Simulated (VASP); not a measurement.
A run of VASP 6.6.1 is set up as follows.

The input INCAR:

```
PREC = Accurate
ENCUT = 520
EDIFF = 1E-7
ISMEAR = -1
SIGMA = 0.02
LREAL = F
LASPH = T
NELM = 60
ALGO = Normal
ISIF = 2
LWAVE = F
LCHARG = F
GGA = PS
NBANDS = 14
```

File KPOINTS:

```
Automatic mesh
0
Gamma
  12 12 7
```

File POSCAR:

```
Re
1.0
    2.7608000000      0.0000000000      0.0000000000
   -1.3804000000      2.3909230000      0.0000000000
    0.0000000000      0.0000000000      4.4582000000
Re
2
Direct
    0.3333333333      0.6666666667      0.2500000000
    0.6666666667      0.3333333333      0.7500000000
```

Potentials or basis: VASP PAW PBE potentials, release 64 (Re).

Run with:

```console
$ cat potpaw_PBE.64/Re/POTCAR > POTCAR
$ mpirun -np 1 vasp_std > vasp.out
```

(1) Estimate the band gap on the k mesh.

(2) Predict the pressure.

Answers

(1) zero (band 7 reaches 9.08 eV, above the bottom of band 8 at 6.13 eV).

(2) -4.2 GPa.

Caveat: the PAW data sets were made with another functional, which shifts forces and pressure a little; spin-orbit coupling is left out, which moves the levels of the heavy elements.
